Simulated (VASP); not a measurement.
# BP (F-43m) in VASP: notebook, part 2 of 2

VASP 6.6.1. Earlier steps stand in the parts before.

## 4. Single point, r2SCAN+rVV10 (10.93 Å³/atom)

This run uses another cell than the first one, of 10.93 Å³/atom.

POSCAR reads:

```
BP
1.0
    0.0000000000      2.2191508306      2.2191508306
    2.2191508306      0.0000000000      2.2191508306
    2.2191508306      2.2191508306      0.0000000000
B P
1 1
Direct
    0.0000000000      0.0000000000      0.0000000000
    0.2500000000      0.2500000000      0.2500000000
```

INCAR.step1 reads:

```
SYSTEM = BP
  PREC = Accurate
  ENCUT = 550
  ISMEAR = 0
  SIGMA = 0.02
  LREAL = .False.
  LASPH = .True.
  NELM = 120
  NBANDS = 11
  GGA = PE
  ALGO = Normal
  EDIFF = 1E-5
  LWAVE = .True.
  LCHARG = .False.
  GGA_COMPAT = .False.
```

INCAR.step2 reads:

```
SYSTEM = BP
  PREC = Accurate
  ENCUT = 550
  EDIFF = 1E-6
  ISMEAR = 0
  SIGMA = 0.02
  LREAL = .False.
  LASPH = .True.
  NELM = 120
  ALGO = Normal
  ISIF = 2
  LWAVE = .False.
  LCHARG = .False.
  METAGGA = R2SCAN
  LMIXTAU = .True.
  LUSE_VDW = .True.
  IVDW_NL = 2
  BPARAM = 11.95
  CPARAM = 0.0093
  NBANDS = 11
  ISTART = 1
  GGA_COMPAT = .False.
```

KPOINTS reads:

```
Automatic mesh
0
Gamma
  10 10 10
  0 0 0
```

Potentials or basis: VASP PAW PBE potentials, release 64 (B, P).

The run is started by

```sh
$ cat potpaw_PBE.64/B/POTCAR potpaw_PBE.64/P/POTCAR > POTCAR
$ cp INCAR.step1 INCAR
$ mpirun -np 1 vasp_std > vasp.out
$ cp INCAR.step2 INCAR
$ mpirun -np 1 vasp_std > vasp.out
```

OUTCAR:

```text
SYSTEM = BP
   PREC = Accurate
   ENCUT = 550
   EDIFF = 1E-6
   ISMEAR = 0
   LREAL = .False.
   LASPH = .True.
   NELM = 120
   ISIF = 2
   METAGGA = R2SCAN
   IVDW_NL = 2
   BPARAM = 11.95
   ISTART = 1

 ion  position               nearest neighbor table
   1  0.000  0.000  0.000-   2 1.92   2 1.92   2 1.92   2 1.92
   2  0.250  0.250  0.250-   1 1.92   1 1.92   1 1.92   1 1.92

  LATTYP: Found a face centered cubic cell.
 ALAT       =     4.4383016612

  Lattice vectors:

 A1 = (   0.0000000000,   2.2191508306,   2.2191508306)
 A2 = (   2.2191508306,   0.0000000000,   2.2191508306)
 A3 = (   2.2191508306,   2.2191508306,   0.0000000000)

Analysis of symmetry for initial positions (statically):
=====================================================================
 Subroutine PRICEL returns:
 Original cell was already a primitive cell.

 Routine SETGRP: Setting up the symmetry group for a
 face centered cubic supercell.

 Subroutine GETGRP returns: Found 24 space group operations
 (whereof 24 operations were pure point group operations)
 out of a pool of 48 trial point group operations.

The static configuration has the point symmetry T_d .

[... 172 lines left out ...]
      2       8.2037      2.00000
      3       8.2037      2.00000
      4       8.2037      2.00000
      5      11.9492      0.00000
      6      11.9492      0.00000
      7      11.9492      0.00000
      8      17.2947      0.00000
      9      21.0382      0.00000
     10      21.0382      0.00000
     11      21.0650      0.00000
[... 309 lines left out ...]
 k-point    24 :       0.4000    0.3000    0.0000
  band No.  band energies     occupation
      1      -5.4121      2.00000
      2       1.5293      2.00000
      3       3.6783      2.00000
      4       4.2676      2.00000
      5      10.1706      0.00000
      6      12.1019      0.00000
      7      18.7951      0.00000
      8      18.8839      0.00000
      9      24.0797      0.00000
     10      24.6337      0.00000
     11      27.3723      0.00000

 [... further k-points ...]

------------------------ aborting loop because EDIFF is reached ----------------------------------------

  FORCE on cell =-STRESS in cart. coord.  units (eV):
  Direction    XX          YY          ZZ          XY          YZ          ZX
  --------------------------------------------------------------------------------------
  -------------------------------------------------------------------------------------
  Total        1.5541755      1.5541755      1.5541755      0.0000000     -0.0000000      0.0000000
  in kB      113.9252981    113.9252981    113.9252981      0.0000000     -0.0000000      0.0000000
  external PRESSURE =     113.9252981 kB  Pullay stress =       0.0000000 kB

 VOLUME and BASIS-vectors are now :
 -----------------------------------------------------------------------------
  energy-cutoff  :      550.00
  volume of cell :       21.86
      direct lattice vectors                 reciprocal lattice vectors
     0.000000000  2.219150831  2.219150831    -0.225311409  0.225311409  0.225311409
     2.219150831  0.000000000  2.219150831     0.225311409 -0.225311409  0.225311409
     2.219150831  2.219150831  0.000000000     0.225311409  0.225311409 -0.225311409

 POSITION                                       TOTAL-FORCE (eV/Angst)
 -----------------------------------------------------------------------------------
      0.00000      0.00000      0.00000         0.000000     -0.000000     -0.000000
      1.10958      1.10958      1.10958        -0.000000      0.000000      0.000000
 -----------------------------------------------------------------------------------
    total drift:                                0.000000      0.000000      0.000000

  FREE ENERGIE OF THE ION-ELECTRON SYSTEM (eV)
  ---------------------------------------------------
  free  energy   TOTEN  =       -17.1809557399 eV

  energy  without entropy=      -17.1809557399  energy(sigma->0) =      -17.18095574
```

OUTCAR.step1:

```text
SYSTEM = BP
   PREC = Accurate
   ENCUT = 550
   ISMEAR = 0
   LREAL = .False.
   LASPH = .True.
[... 557 lines left out ...]
      0.00000      0.00000      0.00000        -0.000000     -0.000000     -0.000000
      1.10958      1.10958      1.10958         0.000000      0.000000      0.000000
 -----------------------------------------------------------------------------------
    total drift:                               -0.000000     -0.000000      0.000000

  FREE ENERGIE OF THE ION-ELECTRON SYSTEM (eV)
  ---------------------------------------------------
  free  energy   TOTEN  =       -12.8661970078 eV

  energy  without entropy=      -12.8661970078  energy(sigma->0) =      -12.86619701
```

OSZICAR.step1:

```text
N       E                     dE             d eps       ncg     rms          rms(c)
DAV:   1     0.107863364531E+02    0.10786E+02   -0.41483E+03  1034   0.691E+02
DAV:   2    -0.130383536628E+02   -0.23825E+02   -0.22503E+02  1358   0.117E+02
DAV:   3    -0.137215871703E+02   -0.68323E+00   -0.68149E+00  1324   0.167E+01
DAV:   4    -0.137241429465E+02   -0.25558E-02   -0.25556E-02  1184   0.117E+00
DAV:   5    -0.137241544106E+02   -0.11464E-04   -0.11464E-04  1307   0.795E-02    0.793E+00
DAV:   6    -0.129871740738E+02    0.73698E+00   -0.15796E+00  1169   0.566E+00    0.426E+00
DAV:   7    -0.128741535257E+02    0.11302E+00   -0.30483E-01  1286   0.275E+00    0.141E+00
DAV:   8    -0.128656831014E+02    0.84704E-02   -0.29135E-02  1212   0.100E+00    0.214E-01
DAV:   9    -0.128659983134E+02   -0.31521E-03   -0.70091E-04  1216   0.185E-01    0.144E-01
DAV:  10    -0.128661856846E+02   -0.18737E-03   -0.23383E-04  1161   0.970E-02    0.299E-02
DAV:  11    -0.128661961547E+02   -0.10470E-04   -0.11523E-05  1282   0.225E-02    0.384E-02
DAV:  12    -0.128661970078E+02   -0.85306E-06   -0.44122E-06   586   0.105E-02
   1 F= -.12866197E+02 E0= -.12866197E+02  d E =-.119545E-18
```

Wall time 22 s (1 thread of Intel Xeon 6975P-C (Granite Rapids), shared host); peak memory 0.21 GiB.

What came out:

```yaml
Free_energy: -17.1810 eV
Pressure: 11.4 GPa
Band_gap_on_the_k_mesh: 1.33 eV (least direct gap 3.75 eV)
```

Caveat: the cell stands under pressure; the PAW data sets were made with another functional, which shifts forces and pressure a little. r2SCAN opens gaps a little over a GGA but as a rule still falls short of measured ones.

## 5. Single point, r2SCAN+rVV10 (11.28 Å³/atom)

This run uses another cell than the first one, of 11.28 Å³/atom.

POSCAR reads:

```
BP
1.0
    0.0000000000      2.2425120297      2.2425120297
    2.2425120297      0.0000000000      2.2425120297
    2.2425120297      2.2425120297      0.0000000000
B P
1 1
Direct
    0.0000000000      0.0000000000      0.0000000000
    0.2500000000      0.2500000000      0.2500000000
```

INCAR.step1 reads:

```
SYSTEM = BP
ALGO = Normal
EDIFF = 1E-5
ENCUT = 550
GGA = PE
GGA_COMPAT = .False.
ISMEAR = 0
LASPH = .True.
LCHARG = .False.
LREAL = .False.
LWAVE = .True.
NBANDS = 11
NELM = 120
PREC = Accurate
SIGMA = 0.02
```

INCAR.step2 reads:

```
SYSTEM = BP
ALGO = Normal
BPARAM = 11.95
CPARAM = 0.0093
EDIFF = 1E-6
ENCUT = 550
GGA_COMPAT = .False.
ISIF = 2
ISMEAR = 0
ISTART = 1
IVDW_NL = 2
LASPH = .True.
LCHARG = .True.
LELF = .True.
LMIXTAU = .True.
LREAL = .False.
LUSE_VDW = .True.
LVHAR = .True.
LWAVE = .False.
METAGGA = R2SCAN
NBANDS = 11
NELM = 120
PREC = Accurate
SIGMA = 0.02
```

KPOINTS reads:

```
k-points
0
Gamma
  10 10 10
  0 0 0
```

The run is started by

```sh
$ cat potpaw_PBE.64/B/POTCAR potpaw_PBE.64/P/POTCAR > POTCAR
$ cp INCAR.step1 INCAR
$ mpirun -np 1 vasp_std > vasp.out
$ cp INCAR.step2 INCAR
$ mpirun -np 1 vasp_std > vasp.out
```

It took 24 s on 1 thread of Intel Xeon 6975P-C (Granite Rapids), shared host; peak memory 0.21 GiB.

The run converged. Its results:

```yaml
Free_energy: -17.2170 eV
Pressure: 5.0 GPa
Band_gap_on_the_k_mesh: 1.37 eV (least direct gap 3.69 eV)
```

Levels at points of the mesh, in eV from the valence-band top:
```
           k point  band 1  band 2  band 3  band 4  band 5  band 6  band 7  band 8  band 9
(0.00, 0.00, 0.00)  -16.60    0.00    0.00    0.00    3.69    3.69    3.69    8.57   12.60
(0.50, 0.00, 0.00)  -12.96   -9.78   -1.91   -1.91    4.35    5.04    5.04   11.00   15.71
(0.50, 0.50, 0.00)  -11.24   -9.33   -4.48   -4.48    1.44    1.84   13.41   13.41   16.84
```

Caveat: the cell stands under pressure; the PAW data sets were made with another functional, which shifts forces and pressure a little. r2SCAN opens gaps a little over a GGA but as a rule still falls short of measured ones.

## 6. The runs side by side

| cell | k mesh | smearing | gap on the mesh (eV) | pressure (GPa) |
| --- | --- | --- | --- | --- |
| a = 3.209 Å, angles 60.0°, 2 atoms | 6 × 6 × 6 | gaussian 0.1 eV | 1.51 | -1.1 |
| a = 3.105 Å, angles 60.0°, 2 atoms | 10 × 10 × 10 | gaussian 0.02 eV | 1.28 | 18.7 |
| a = 3.138 Å, angles 60.0°, 2 atoms | 10 × 10 × 10 | gaussian 0.02 eV | 1.33 | 11.4 |
| a = 3.171 Å, angles 60.0°, 2 atoms | 10 × 10 × 10 | gaussian 0.02 eV | 1.37 | 5.0 |

Alike in all rows: task single point; level r2SCAN+rVV10; potentials or basis VASP PAW PBE potentials, release 64 (B, P); no spin polarisation; cutoff (eV) 550.

Caveats: the PAW data sets were made with another functional, which shifts forces and pressure a little; the cell stands under pressure (at least some runs).

Absolute energies hang on the potentials; compare differences alone.
